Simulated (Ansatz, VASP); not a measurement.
## Two plane-wave programs on HgPt

The input INCAR:

```
  PREC = Accurate
  ENCUT = 430
  EDIFF = 1E-8
  ISMEAR = -1
  SIGMA = 0.05
  LREAL = False
  LASPH = True
  NELM = 120
  ALGO = Normal
  ISIF = 2
  LWAVE = False
  LCHARG = False
  GGA = CA
  LEFG = True
  NBANDS = 26
  GGA_COMPAT = False
```

File KPOINTS:

```
regular mesh
0
Gamma
  12 12 9
```

POSCAR

```
HgPt
1.0
    2.6847207018      0.0000000000      0.0000000000
    0.0000000000      2.6847207018      0.0000000000
    0.0000000000      0.0000000000      3.5406592716
Hg Pt
1 1
Direct
    0.0000000000      0.0000000000      0.0000000000
    0.5000000000      0.5000000000      0.5000000000
```

Input for Ansatz:

```yaml
crystal:
  lattice:
    - [2.6847207018, 0.0, 0.0]
    - [0.0, 2.6847207018, 0.0]
    - [0.0, 0.0, 3.5406592716]
  atoms:
    - { symbol: Hg, position: [0.0, 0.0, 0.0] }
    - { symbol: Pt, position: [0.5, 0.5, 0.5] }
kpoints:
  mp_grid: { grid: [12, 12, 9] }
  band_path:
    path:
      - [0.0, 0.0, 0.0]
      - [0.0, 0.5, 0.0]
      - [0.5, 0.5, 0.0]
      - [0.0, 0.0, 0.0]
      - [0.0, 0.0, 0.5]
      - [0.0, 0.5, 0.5]
      - [0.5, 0.5, 0.5]
      - [0.0, 0.0, 0.5]
      - [0.0, 0.5, 0.0]
    npoints: 6
scf:
  occupations: { method: fermi_dirac, width: 0.05 }
hamiltonian:
  xc: lda
  pseudopotentials: { kind: paw }
output:
  forces: true
  stress: true
  eigenvalues: true
  efg: { contact_densities: true }
  populations: true
```

Change from the starting cell: volume scaled by 0.7, PAW files.

Alike in both runs: task electric field gradients; functional LDA; k mesh 12 × 12 × 9; occupations fermi-dirac, width 0.05 eV; no spin polarisation.

|  | VASP | Ansatz |
| --- | --- | --- |
| version | VASP 6.6.1 | Ansatz 0.2.0 |
| potentials or method | VASP PAW LDA potentials, release 64 (Hg_sv_GW, Pt_sv_GW) | PAW with Ansatz's default frozen-core files, scalar-relativistic |
| plane-wave cutoff (eV) | 430 | 420 |
| valence electrons in the cell | 38 | 38 |

Ansatz gave:

| Property | Result |
| --- | --- |
| size of Vzz on the site where it differs most (V/Å²) | 150.7 |

What did VASP give for the same quantities?

Size of Vzz on the site where it differs most (V/Å²): 177.5.

LDA's correlation is that of Perdew and Zunger in VASP and of Perdew and Wang (1992) in Ansatz.

Spin-orbit coupling is off throughout. Noted on VASP's run: the cell as given lies far from equilibrium.
